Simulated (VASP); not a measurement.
# SiIr3Ru (Pm-3m) in VASP: single point with PBE

Aim: the single point of SiIr3Ru with PBE.

Everything below comes from runs of VASP 6.6.1. Logs are shortened: lines on timing, memory, paths and dates and some standing lists are left out, and cuts for length are marked.

## Step 1: The cell of the first run

The structure is cubic, space group Pm-3m (No. 221). Conventional cell: a = 4.128 Å, b = 4.128 Å, c = 4.128 Å, α = 90.00°, β = 90.00°, γ = 90.00°. Within 3.8 Å of Si (site symmetry m-3m) lie 12 Ir at 2.92 Å and 8 Ru at 3.57 Å. Ru (site symmetry m-3m) has 6 Ir at 2.06 Å within 2.7 Å. Ir (site symmetry 4/mmm) has 2 Ru at 2.06 Å within 2.7 Å.

## Step 2: Single point, PBE

The input, INCAR:

```
  PREC = Accurate
  ENCUT = 520
  EDIFF = 1E-7
  ISMEAR = 0
  SIGMA = 0.1
  LREAL = False
  LASPH = True
  NELM = 80
  ALGO = Fast
  ISIF = 2
  LWAVE = False
  LCHARG = True
  GGA = PE
  LELF = True
  LVHAR = True
  NBANDS = 30
```

The input, KPOINTS:

```
regular mesh
0
Gamma
  4 4 4
```

The input, POSCAR:

```
SiIr3Ru
1.0
    4.1278711900      0.0000000000      0.0000000000
    0.0000000000      4.1278711900      0.0000000000
    0.0000000000      0.0000000000      4.1278711900
Si Ru Ir
1 1 3
Direct
    0.0000000000      0.0000000000      0.0000000000
    0.5000000000      0.5000000000      0.5000000000
    0.0000000000      0.5000000000      0.5000000000
    0.5000000000      0.5000000000      0.0000000000
    0.5000000000      0.0000000000      0.5000000000
```

Potentials or basis: VASP PAW PBE potentials, release 64 (Si, Ru_pv, Ir).

Command:

```sh
$ cat potpaw_PBE.64/Si/POTCAR potpaw_PBE.64/Ru_pv/POTCAR potpaw_PBE.64/Ir/POTCAR > POTCAR
$ mpirun -np 1 vasp_std > vasp.out
```

OUTCAR:

```text
PREC = Accurate
   ENCUT = 520
   EDIFF = 1E-7
   ISMEAR = 0
   LREAL = False
   LASPH = True
   NELM = 80
   ISIF = 2
   GGA = PE

 ion  position               nearest neighbor table
   1  0.000  0.000  0.000-   3 2.92   4 2.92   5 2.92   3 2.92   5 2.92   3 2.92   4 2.92   3 2.92
                             4 2.92   5 2.92   5 2.92   4 2.92
   2  0.500  0.500  0.500-   3 2.06   4 2.06   5 2.06   4 2.06   5 2.06   3 2.06
   3  0.000  0.500  0.500-   2 2.06   2 2.06   4 2.92   5 2.92   1 2.92   4 2.92   1 2.92   5 2.92
                             1 2.92   1 2.92   4 2.92   5 2.92   4 2.92   5 2.92
   4  0.500  0.500  0.000-   2 2.06   2 2.06   3 2.92   5 2.92   1 2.92   3 2.92   5 2.92   1 2.92
                             5 2.92   5 2.92   1 2.92   3 2.92   3 2.92   1 2.92
   5  0.500  0.000  0.500-   2 2.06   2 2.06   3 2.92   4 2.92   1 2.92   4 2.92   1 2.92   3 2.92
                             4 2.92   4 2.92   1 2.92   3 2.92   1 2.92   3 2.92

  LATTYP: Found a simple cubic cell.
 ALAT       =     4.1278711900

  Lattice vectors:

 A1 = (   4.1278711900,   0.0000000000,   0.0000000000)
 A2 = (   0.0000000000,   4.1278711900,   0.0000000000)
 A3 = (   0.0000000000,   0.0000000000,   4.1278711900)

Analysis of symmetry for initial positions (statically):
=====================================================================
 Subroutine PRICEL returns:
 Original cell was already a primitive cell.

 Routine SETGRP: Setting up the symmetry group for a
 simple cubic supercell.

 Subroutine GETGRP returns: Found 48 space group operations
 (whereof 48 operations were pure point group operations)
 out of a pool of 48 trial point group operations.

The static configuration has the point symmetry O_h .

Analysis of symmetry for dynamics (positions and initial velocities):
=====================================================================
 Subroutine PRICEL returns:
 Original cell was already a primitive cell.

 Routine SETGRP: Setting up the symmetry group for a
 simple cubic supercell.

 Subroutine GETGRP returns: Found 48 space group operations
 (whereof 48 operations were pure point group operations)
 out of a pool of 48 trial point group operations.

The dynamic configuration has the point symmetry O_h .

 Subroutine INISYM returns: Found 48 space group operations
 (whereof 48 operations are pure point group operations),
 and found     1 'primitive' translations

----------------------------------------------------------------------------------------

                                     Primitive cell

  volume of cell :      70.3361
[... 85 lines left out ...]
   NFREE  =      0    steps in history (QN), initial steepest desc. (CG)
   ISIF   =      2    stress and relaxation
   ISYM   =      2    0-nonsym 1-usesym 2-fastsym
   POTIM  = 0.5000    time-step for ionic-motion
   TEBEG  =    0.0;   TEEND  =   0.0 temperature during run
   PSTRESS=    0.0 pullay stress
   NELECT =      45.0000    total number of electrons
   NUPDOWN=      -1.0000    fix difference up-down
   EMIN   =  10.00;   EMAX   =-10.00  energy-range for DOS
   EFERMI =   0.00;   METHOD = LEGACY
   ISMEAR =     0;   SIGMA  =   0.10  broadening in eV -4-tet -1-fermi 0-gaus
   EFERMI_NEDOS =   21; number of points for ismear=-14 and -15
   IALGO  =     68    algorithm
   IMIX   =      4    mixing-type and parameters
     AMIX     =   0.40;   BMIX     =  1.00
     AMIX_MAG =   1.60;   BMIX_MAG =  1.00
  volume/ion in A,a.u.               =      14.07        94.93
  Fermi-wavevector in a.u.,A,eV,Ry     =   1.410651  2.665744 27.074720  1.989936
  Thomas-Fermi vector in A             =   2.532583
   LORBIT       =      0    0 simple, 1 ext, 2 COOP (PROOUT), +10 PAW based schemes
   GGA     = PE    functional components
   LHFCALC =     F    Hartree Fock is set to
   AEXX    =    0.0000 exact exchange contribution
   IVDW    =     0    specifies the selected vdW correction
   LEPSILON=     F    determine dielectric tensor
   LRPA    =     F    only Hartree local field effects (RPA)
 non-spin polarized calculation
 RMM-DIIS sequential band-by-band and
 Gauss-broadening in eV      SIGMA  =   0.10
  energy-cutoff  :      520.00
  volume of cell :       70.34
 maximum number of plane-waves:      1924
 NGX is ok and might be reduce to    32
   NGX = 15   NGY = 15   NGZ = 15

 number of electron      45.0000003 magnetization

 Free energy of the ion-electron system (eV)
  ---------------------------------------------------
  ext. energy  EPLUGINS =         0.00000000
  ---------------------------------------------------
  free energy    TOTEN  =       -22.72757724 eV

  energy without entropy =      -22.69071335  energy(sigma->0) =      -22.70914529

 E-fermi :  11.1056     XC(G=0): -13.1720

 val. band max:       11.0818154781   @ k =   0.5000   0.5000   0.2500
 cond. band min:      11.1105117504   @ k =   0.5000   0.2500   0.0000
 fundamental gap:      0.0286962724
 Fermi energy:        11.1055880147

 k-point     1 :       0.0000    0.0000    0.0000
  band No.  band energies     occupation
      1     -33.9731      2.00000
      2     -33.9731      2.00000
      3     -33.9731      2.00000
      4      -0.3052      2.00000
      5       0.8549      2.00000
      6       0.8549      2.00000
[... 319 lines left out ...]
     29      13.3623      0.00000
     30      13.3623      0.00000

------------------------ aborting loop because EDIFF is reached ----------------------------------------

  FORCE on cell =-STRESS in cart. coord.  units (eV):
  Direction    XX          YY          ZZ          XY          YZ          ZX
  --------------------------------------------------------------------------------------
  -------------------------------------------------------------------------------------
  Total       55.6597129     55.6597129     55.6597129      0.0000000     -0.0000000     -0.0000000
  in kB     1267.8653525   1267.8653525   1267.8653525      0.0000000     -0.0000000     -0.0000000
  external PRESSURE =    1267.8653525 kB  Pullay stress =       0.0000000 kB

 VOLUME and BASIS-vectors are now :
 -----------------------------------------------------------------------------
  energy-cutoff  :      520.00
  volume of cell :       70.34
      direct lattice vectors                 reciprocal lattice vectors
     4.127871190  0.000000000  0.000000000     0.242255621  0.000000000  0.000000000
     0.000000000  4.127871190  0.000000000     0.000000000  0.242255621  0.000000000
     0.000000000  0.000000000  4.127871190     0.000000000  0.000000000  0.242255621

 POSITION                                       TOTAL-FORCE (eV/Angst)
 -----------------------------------------------------------------------------------
      0.00000      0.00000      0.00000         0.000000      0.000000      0.000000
      2.06394      2.06394      2.06394         0.000000      0.000000      0.000000
      0.00000      2.06394      2.06394         0.000000      0.000000      0.000000
      2.06394      2.06394      0.00000         0.000000      0.000000      0.000000
      2.06394      0.00000      2.06394         0.000000      0.000000      0.000000
 -----------------------------------------------------------------------------------
    total drift:                                0.000000     -0.000000     -0.000000

  FREE ENERGIE OF THE ION-ELECTRON SYSTEM (eV)
  ---------------------------------------------------
  free  energy   TOTEN  =       -22.7275772416 eV

  energy  without entropy=      -22.6907133452  energy(sigma->0) =      -22.70914529
```

OSZICAR:

```text
N       E                     dE             d eps       ncg     rms          rms(c)
DAV:   1     0.510329026982E+03    0.51033E+03   -0.22384E+04   616   0.149E+03
DAV:   2     0.235224247260E+01   -0.50798E+03   -0.47990E+03   606   0.468E+02
DAV:   3    -0.229674797971E+02   -0.25320E+02   -0.23584E+02   736   0.113E+02
DAV:   4    -0.237825624660E+02   -0.81508E+00   -0.80458E+00   680   0.194E+01
DAV:   5    -0.238134597826E+02   -0.30897E-01   -0.30889E-01   848   0.347E+00    0.589E+01
RMM:   6    -0.230120338465E+02    0.80143E+00   -0.88947E-01   600   0.729E+00    0.333E+01
RMM:   7    -0.227555794523E+02    0.25645E+00   -0.51631E-01   612   0.495E+00    0.397E+00
RMM:   8    -0.227291747379E+02    0.26405E-01   -0.19380E-01   620   0.336E+00    0.985E-01
RMM:   9    -0.227273230661E+02    0.18517E-02   -0.33817E-02   681   0.150E+00    0.533E-01
RMM:  10    -0.227275017325E+02   -0.17867E-03   -0.91086E-03   681   0.573E-01    0.239E-01
RMM:  11    -0.227275523079E+02   -0.50575E-04   -0.19147E-03   729   0.249E-01    0.650E-02
RMM:  12    -0.227275741035E+02   -0.21796E-04   -0.43680E-04   815   0.981E-02    0.649E-02
RMM:  13    -0.227275735183E+02    0.58521E-06   -0.64188E-05   769   0.432E-02    0.516E-02
RMM:  14    -0.227275768351E+02   -0.33168E-05   -0.16769E-05   701   0.294E-02    0.127E-02
RMM:  15    -0.227275778511E+02   -0.10160E-05   -0.88460E-06   832   0.111E-02    0.168E-02
RMM:  16    -0.227275776466E+02    0.20448E-06   -0.15997E-06   695   0.698E-03    0.866E-03
RMM:  17    -0.227275772745E+02    0.37210E-06   -0.10561E-06   591   0.374E-03    0.537E-03
RMM:  18    -0.227275772416E+02    0.32907E-07   -0.27063E-07   391   0.229E-03
   1 F= -.22727577E+02 E0= -.22709145E+02  d E =-.368639E-01
```

It took 41 s on 1 thread of Intel Xeon 8259CL, shared host; peak memory 0.19 GiB.

What came out:

```yaml
Free_energy: -22.7276 eV
Pressure: 126.8 GPa
```

Caveat: the k points lie up to 0.38 Å⁻¹ apart; spin-orbit coupling is left out, which moves the levels of the heavy elements.
